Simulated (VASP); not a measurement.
# TiAl6N8 (a cell with a defect) in VASP: a series of runs, part 2 of 2

VASP 6.6.1. The steps go on from the part before.

## Step 4: Single point, PBE+D3(BJ)

File INCAR:

```
SYSTEM = TiAl6N8
PREC = Accurate
ENCUT = 520
EDIFF = 1E-6
ISMEAR = 0
SIGMA = 0.02
LREAL = Auto
LASPH = .TRUE.
NELM = 60
ALGO = Normal
ISIF = 2
LWAVE = .FALSE.
LCHARG = .FALSE.
GGA = PE
IVDW = 12
NELECT = 72.0
NBANDS = 48
```

File KPOINTS:

```
regular mesh
0
G
  2 2 2
  0 0 0
```

File POSCAR:

```
TiAl6N8
1.0
   -3.0810000000     -5.3364490000      0.0000000000
    4.6215000000     -2.6682240000      0.0000000000
    0.0000000000      0.0000000000      5.0310000000
Al N Ti
6 8 1
Direct
    0.5041652156      0.3316689450      0.0002516398
    0.5018949609      0.6696080006      0.5073343272
    0.2438709485      0.8324421491     -0.0056185649
   -0.0065309720      0.6620108353      0.5107916915
    0.7536675469      0.8413261305     -0.0025468098
    0.7512815789      0.1663013187      0.5197863248
    0.5034772078      0.3408805100      0.3795539654
    0.4982462432      0.6624104025      0.8818670244
    0.2491032501      0.8208783108      0.3739475253
    0.2681049784      0.1579044549      0.8751612006
   -0.0049241485      0.3331322511      0.4126811767
   -0.0019501483      0.7022764456      0.8673774597
    0.7460175219      0.8344496343      0.3771045518
    0.7280744721      0.1566085575      0.8772202345
    0.2423020408      0.1672631370      0.5127034387
```

Potentials or basis: VASP PAW PBE potentials, release 64 (Al, N, Ti_sv).

On the command line:

```
$ cat potpaw_PBE.64/Al/POTCAR potpaw_PBE.64/N/POTCAR potpaw_PBE.64/Ti_sv/POTCAR > POTCAR
$ mpirun -np 1 vasp_std > vasp.out
```

OUTCAR:

```text
SYSTEM = TiAl6N8
   PREC = Accurate
   ENCUT = 520
   EDIFF = 1E-6
   ISMEAR = 0
   LREAL = Auto
   LASPH = .TRUE.
   NELM = 60
   ISIF = 2
   GGA = PE
   IVDW = 12
   NELECT = 72.0
 IVDW          = 12

 ion  position               nearest neighbor table
   1  0.504  0.332  0.000-  14 1.78  10 1.84   8 1.86   7 1.91   6 2.99   5 3.03  15 3.06   2 3.07
                             3 3.11   3 3.12   2 3.12   5 3.12   6 3.15
   2  0.502  0.670  0.507-  13 1.86   7 1.87   9 1.88   8 1.88   4 3.03   3 3.05   5 3.05   6 3.06
                             1 3.07   6 3.10  15 3.10  15 3.12   1 3.12   4 3.13   5 3.13   3 3.15
   3  0.244  0.832  0.994-  12 1.78  10 1.84   8 1.90   9 1.91  15 3.01   5 3.02   4 3.02   2 3.05
                             1 3.11   1 3.12   5 3.14   2 3.15   4 3.16
   4  0.993  0.662  0.511-  12 1.81  11 1.82  13 1.90   9 1.92   5 3.02   3 3.02   2 3.03   6 3.04
                            15 3.05   6 3.08  15 3.10   5 3.13   2 3.13   3 3.16
   5  0.754  0.841  0.997-  14 1.79  12 1.80  13 1.91   8 1.93   6 2.96   4 3.02   3 3.02   1 3.03
                             2 3.05   1 3.12   4 3.13   2 3.13   3 3.14   6 3.15
   6  0.751  0.166  0.520-  14 1.80  11 1.83  13 1.91   7 1.92   5 2.96   1 2.99  15 3.03   4 3.04
                             2 3.06   4 3.08   2 3.10  15 3.14   5 3.15   1 3.15
   7  0.503  0.341  0.380-   2 1.87   1 1.91   6 1.92  15 1.97
   8  0.498  0.662  0.882-   1 1.86   2 1.88   3 1.90   5 1.93
   9  0.249  0.821  0.374-   2 1.88   3 1.91   4 1.92  15 1.98
  10  0.268  0.158  0.875-  15 1.83   1 1.84   3 1.84
  11  0.995  0.333  0.413-   4 1.82   6 1.83  15 1.83
  12  0.998  0.702  0.867-   3 1.78   5 1.80   4 1.81
  13  0.746  0.834  0.377-   2 1.86   4 1.90   5 1.91   6 1.91
  14  0.728  0.157  0.877-   1 1.78   5 1.79   6 1.80
  15  0.242  0.167  0.513-  10 1.83  11 1.83   7 1.97   9 1.98   3 3.01   6 3.03   4 3.05   1 3.06
                             2 3.10   4 3.10   2 3.12   6 3.14

  LATTYP: Found a simple orthorhombic cell.
 ALAT       =     5.0310000000
 B/A-ratio  =     1.0607132585
 C/A-ratio  =     1.2248062811

  Lattice vectors:

 A1 = (   0.0000000000,   0.0000000000,  -5.0310000000)
 A2 = (   4.6215000000,  -2.6682240000,   0.0000000000)
 A3 = (  -3.0810000000,  -5.3364490000,   0.0000000000)

Analysis of symmetry for initial positions (statically):
=====================================================================
 Subroutine PRICEL returns:
 Original cell was already a primitive cell.

 Routine SETGRP: Setting up the symmetry group for a
 simple orthorhombic supercell.

 Subroutine GETGRP returns: Found  1 space group operations
 (whereof  1 operations were pure point group operations)
 out of a pool of  8 trial point group operations.

The static configuration has the point symmetry C_1 .

Analysis of symmetry for dynamics (positions and initial velocities):
=====================================================================
 Subroutine PRICEL returns:
 Original cell was already a primitive cell.

 Routine SETGRP: Setting up the symmetry group for a
 simple orthorhombic supercell.

 Subroutine GETGRP returns: Found  1 space group operations
 (whereof  1 operations were pure point group operations)
 out of a pool of  8 trial point group operations.

[... 97 lines left out ...]
   NGX,Y,Z   is equivalent  to a cutoff of  12.95, 12.46, 13.22 a.u.
   NGXF,Y,Z  is equivalent  to a cutoff of  25.90, 24.92, 26.44 a.u.
 SYSTEM =  TiAl6N8
   PREC   = accura    normal or accurate (medium, high low for compatibility)
   ISTART =      0    job   : 0-new  1-cont  2-samecut
   ICHARG =      2    charge: 1-file 2-atom 10-const
   ISPIN  =      1    spin polarized calculation?
   LNONCOLLINEAR =      F non collinear calculations
   LSORBIT =      F    spin-orbit coupling
   LASPH  =      T    aspherical Exc in radial PAW
   ENCUT  =  520.0 eV  38.22 Ry    6.18 a.u.  11.46  9.92  9.35*2*pi/ulx,y,z
   NELM   =     60;   NELMIN=  2; NELMDL= -5     # of ELM steps
   EDIFF  = 0.1E-05   stopping-criterion for ELM
   LREAL  =      T    real-space projection
   EDIFFG = 0.1E-04   stopping-criterion for IOM
   NSW    =      0    number of steps for IOM
   IBRION =     -1    ionic relax: 0-MD 1-quasi-New 2-CG
   NFREE  =      0    steps in history (QN), initial steepest desc. (CG)
   ISIF   =      2    stress and relaxation
   ISYM   =      2    0-nonsym 1-usesym 2-fastsym
   POTIM  = 0.5000    time-step for ionic-motion
   TEBEG  =    0.0;   TEEND  =   0.0 temperature during run
   PSTRESS=    0.0 pullay stress
   NELECT =      72.0000    total number of electrons
   NUPDOWN=      -1.0000    fix difference up-down
   EMIN   =  10.00;   EMAX   =-10.00  energy-range for DOS
   EFERMI =   0.00;   METHOD = LEGACY
   ISMEAR =     0;   SIGMA  =   0.02  broadening in eV -4-tet -1-fermi 0-gaus
   EFERMI_NEDOS =   21; number of points for ismear=-14 and -15
   IALGO  =     38    algorithm
   IMIX   =      4    mixing-type and parameters
     AMIX     =   0.40;   BMIX     =  1.00
     AMIX_MAG =   1.60;   BMIX_MAG =  1.00
  volume/ion in A,a.u.               =      11.03        74.43
  Fermi-wavevector in a.u.,A,eV,Ry     =   1.240632  2.344454 20.941639  1.539167
  Thomas-Fermi vector in A             =   2.375064
   LORBIT       =      0    0 simple, 1 ext, 2 COOP (PROOUT), +10 PAW based schemes
   GGA     = PE    functional components
   LHFCALC =     F    Hartree Fock is set to
   AEXX    =    0.0000 exact exchange contribution
   IVDW    =    12    specifies the selected vdW correction
   LEPSILON=     F    determine dielectric tensor
   LRPA    =     F    only Hartree local field effects (RPA)
 non-spin polarized calculation
 Gauss-broadening in eV      SIGMA  =   0.02
  energy-cutoff  :      520.00
  volume of cell :      165.44
 maximum number of plane-waves:      4500
 NGX is ok and might be reduce to    48
   NGX = 23   NGY = 19   NGZ = 19

 number of electron      72.0000004 magnetization

 Free energy of the ion-electron system (eV)
  ---------------------------------------------------
  ext. energy  EPLUGINS =         0.00000000
  ---------------------------------------------------
  free energy    TOTEN  =       -99.39175601 eV

  energy without entropy =      -99.39175601  energy(sigma->0) =      -99.39175601

 E-fermi :   6.7350     XC(G=0): -10.8481

 val. band max:        6.6317738943   @ k =   0.5000   0.0000   0.5000
 cond. band min:       8.6315535268   @ k =   0.0000   0.5000   0.0000
 fundamental gap:      1.9997796325
 Fermi energy:         6.7349571155

 k-point     1 :       0.0000    0.0000    0.0000
  band No.  band energies     occupation
      1     -50.1625      2.00000
      2     -26.6355      2.00000
      3     -26.4797      2.00000
      4     -26.4549      2.00000
      5      -9.9156      2.00000
      6      -8.2119      2.00000
[... 397 lines left out ...]
     47      13.0930      0.00000
     48      13.4584      0.00000

------------------------ aborting loop because EDIFF is reached ----------------------------------------

 Edisp (eV)   -3.86281

 E8    (eV) :    -1.5076

  FORCE on cell =-STRESS in cart. coord.  units (eV):
  Direction    XX          YY          ZZ          XY          YZ          ZX
  --------------------------------------------------------------------------------------
  -------------------------------------------------------------------------------------
  Total      29.92222    29.89387    21.36506    -0.15779    -0.05514     0.28754
  in kB     289.78511   289.51058   206.91230    -1.52809    -0.53400     2.78470
  external pressure =      262.07 kB  Pullay stress =        0.00 kB

 VOLUME and BASIS-vectors are now :
 -----------------------------------------------------------------------------
  energy-cutoff  :      520.00
  volume of cell :      165.44
      direct lattice vectors                 reciprocal lattice vectors
    -3.081000000 -5.336449000  0.000000000    -0.081142475 -0.140542903  0.000000000
     4.621500000 -2.668224000  0.000000000     0.162284980 -0.093695269  0.000000000
     0.000000000  0.000000000  5.031000000     0.000000000  0.000000000  0.198767641

 POSITION                                       TOTAL-FORCE (eV/Angst)
 -----------------------------------------------------------------------------------
     -0.02052     -3.57542      0.00127         0.001140      0.004848      0.014594
      1.54826     -4.46500      2.55240        -0.004856      0.003708      0.004858
      3.09576     -3.52255      5.00273        -0.009925      0.002745      0.010772
     -0.00139     -7.06799      2.56979         0.010763     -0.001223     -0.005585
      1.56614     -6.26676      5.01819        -0.006899     -0.001908      0.004602
     -1.54614     -4.45291      2.61505        -0.001051     -0.003010     -0.012263
      0.02417     -3.59633      1.90954         0.002773     -0.004805     -0.015984
      1.52623     -4.42633      4.43667         0.008876      0.000555     -0.000648
      3.02620     -3.51961      1.88133        -0.003252      0.007837     -0.003924
     -0.09628     -1.85205      4.40294        -0.000235     -0.009188      0.038230
     -1.52626     -6.19904      2.07620         0.035018      0.016089      0.003800
      0.17058     -7.19987      4.36378         0.009806      0.003835      0.003401
      1.55793     -6.20758      1.89721         0.001848     -0.008753     -0.001690
     -1.51943     -4.30320      4.41329        -0.007192      0.012739      0.004537
      0.02647     -1.73933      2.57941        -0.036815     -0.023469     -0.044699
 -----------------------------------------------------------------------------------
    total drift:                               -0.017334     -0.008626     -0.007235

  FREE ENERGIE OF THE ION-ELECTRON SYSTEM (eV)
  ---------------------------------------------------
  free  energy   TOTEN  =      -103.2545631623 eV

  energy  without entropy=     -103.2545631623  energy(sigma->0) =     -103.25456316
```

Wall time 1.7 min (1 thread of Intel Xeon Platinum 8259CL at 2.50GHz (Skylake/Cascade Lake), shared host); peak memory 0.28 GiB.

What came out:

- Free energy: -103.2546 eV
- Largest force: 0.062 eV/Å
- Dispersion energy per atom: -0.258 eV

Forces on the atoms (eV/Å):
```
Al   0.001  0.005  0.015
Al  -0.005  0.004  0.005
Al  -0.010  0.003  0.011
Al   0.011 -0.001 -0.006
Al  -0.007 -0.002  0.005
Al  -0.001 -0.003 -0.012
N    0.003 -0.005 -0.016
N    0.009  0.001 -0.001
N   -0.003  0.008 -0.004
N    0.000 -0.009  0.038
N    0.035  0.016  0.004
N    0.010  0.004  0.003
N    0.002 -0.009 -0.002
N   -0.007  0.013  0.005
Ti  -0.037 -0.023 -0.045
```

Caveat: the k points lie up to 0.62 Å⁻¹ apart; the cell carries a net charge on a neutralising background, which shifts energy and pressure; the cell is charged against a uniform background, so pressure and absolute levels hang on convention.
